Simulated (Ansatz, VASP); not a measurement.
**SiC: VASP beside Ansatz**

```
CELL_PARAMETERS angstrom
0.00000 2.19283 2.19283
2.19283 0.00000 2.19283
2.19283 2.19283 0.00000
ATOMIC_POSITIONS crystal
Si 0.00000 0.00000 0.00000
C 0.75000 0.75000 0.75000
```

Alike in both runs: task single point; functional PBEsol; k mesh 12 × 12 × 12; no spin polarisation.

|  | VASP | Ansatz |
| --- | --- | --- |
| version | VASP 6.6.1 | Ansatz 0.2.0 |
| potentials or method | VASP PAW PBE potentials, release 64 (Si, C), cutoff 520 eV | scalar-relativistic, plane waves, PAW |
| occupations | gaussian, width 0.01 eV | fixed |
| valence electrons in the cell | 8 | 8 |

|  | VASP | Ansatz | Ansatz less VASP |
| --- | --- | --- | --- |
| gap on the k mesh at the Fermi level (eV) | 1.25 | 1.26 | +0.009 |
| least direct gap on the mesh (eV) | 4.42 | 4.43 | +0.009 |
| pressure (GPa) | -3.9 | -4.2 | -0.34 |

VASP's potentials were made for PBE, not for PBEsol.
